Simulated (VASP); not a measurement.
The system is Na2ZrO2.

```
Na Zr O
1.0
     3.58671    0.00000    0.00000
    -1.79336    3.10618    0.00000
     0.00000    0.00000    6.41028
Na Zr O
2 1 2
Direct
  0.33333 0.66667 0.61665
  0.66667 0.33333 0.38335
  0.00000 0.00000 0.00000
  0.66667 0.33333 0.71801
  0.33333 0.66667 0.28199
```

| Quantity | Value |
| --- | --- |
| Program | VASP 6.6.1 |
| Task | relaxation of cell and atoms |
| Functional | PBE |
| Potentials or basis | VASP PAW PBE potentials, release 64 (Na_pv, Zr_sv, O) |
| Cutoff | 600 eV |
| k mesh | 6 × 6 × 4 |
| Occupations | gaussian, width 0.1 eV |
| Spin | no spin polarisation |

At the start: pressure -5.8 GPa; volume 14.28 Å³/atom.

Problem. Where does the relaxation end?

Solution. Over 26 steps the energy falls by 777.9 meV/atom and the volume is 15.44 Å³/atom (+8.1 %); space group P-3m1 (No. 164, to 0.05 Å).

The path:
```
step  energy change (eV)  largest force (eV/Å)  pressure (GPa)  volume (Å³)
   1              0.0000                2.7690           -5.81        71.42
   2             -0.8588                1.8651           -2.53        66.16
   3             -1.2928                1.1423           10.34        59.18
   4             -1.9329                1.3330            1.18        64.85
   5             -2.9012                1.2526           -7.43        83.66
   6             -3.2105                1.0593           -4.93        84.82
   7             -3.3789                0.8408           -1.40        85.97
   8             -3.3829                0.7962           -0.50        86.22
   9             -3.3832                0.8064           -0.71        86.16
  10             -3.4147                0.7692           -0.71        85.59
  11             -3.4932                0.6608           -0.67        83.90
  12             -3.5947                0.4214           -0.14        80.57
  13             -3.4812                0.6230            3.32        74.13
  14             -3.6121                0.3145            0.47        79.20
  15             -3.6102                0.2389            1.73        76.32
  16             -3.6238                0.2944            0.92        78.00
  17             -3.6884                0.3211            0.59        77.69
  18             -3.7812                0.1655           -0.03        77.05
  19             -3.6934                0.9895           -0.55        75.68
  20             -3.7922                0.3419           -0.35        76.69
  21             -3.8484                0.2933            0.16        76.32
  22             -3.8728                0.2387            0.87        75.82
  23             -3.8821                0.2157            0.10        76.58
  24             -3.8863                0.1723           -0.80        77.51
  25             -3.8890                0.0911            0.32        77.11
  26             -3.8895                0.0168            0.00        77.22
```

Final structure:
```cif
data_structure
_symmetry_space_group_name_H-M 'P 1'
_symmetry_Int_Tables_number 1
_cell_length_a 3.2168
_cell_length_b 3.2168
_cell_length_c 8.6172
_cell_angle_alpha 90.000
_cell_angle_beta 90.000
_cell_angle_gamma 120.000
_cell_volume 77.22
loop_
_atom_site_label
_atom_site_type_symbol
_atom_site_fract_x
_atom_site_fract_y
_atom_site_fract_z
_atom_site_occupancy
Na1 Na 0.33333 0.66667 0.67064 1
Na2 Na 0.66667 0.33333 0.32936 1
Zr1 Zr 0.00000 0.00000 0.00000 1
O1 O 0.66667 0.33333 0.85796 1
O2 O 0.33333 0.66667 0.14204 1
```
